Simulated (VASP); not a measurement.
A run of VASP 6.6.1:

File INCAR:

```
SYSTEM = Cu
ALGO = Normal
EDIFF = 1E-7
ENCUT = 520
GGA = PS
ISIF = 2
ISMEAR = -1
LASPH = .TRUE.
LCHARG = .FALSE.
LREAL = .FALSE.
LWAVE = .FALSE.
NBANDS = 18
NELM = 100
PREC = Accurate
SIGMA = 0.05
```

File KPOINTS:

```
k-points
0
G
  9 9 9
  0 0 0
```

The input POSCAR:

```
Cu
1.0
    1.2184636900     -3.9763780104      0.0000000000
    1.2184636900      3.9763780104      0.0000000000
    0.0000000000      0.0000000000      2.4754955235
Cu
2
Direct
    0.8661333500      0.1338666500      0.7500000000
    0.1338666500      0.8661333500      0.2500000000
```

Potentials or basis: VASP PAW PBE potentials, release 64 (Cu).

The run is started by

```console
$ cat potpaw_PBE.64/Cu/POTCAR > POTCAR
$ mpirun -np 1 vasp_std > vasp.out
```

Hardware: 1 thread of AMD EPYC 7R13, with other jobs on the host.

Problem. How long does it take, and how much memory?

Solution. It took 76 s on 1 thread of AMD EPYC 7R13, with other jobs on the host, peak memory 0.15 GiB. Counts: scf iterations 14, k points 125.
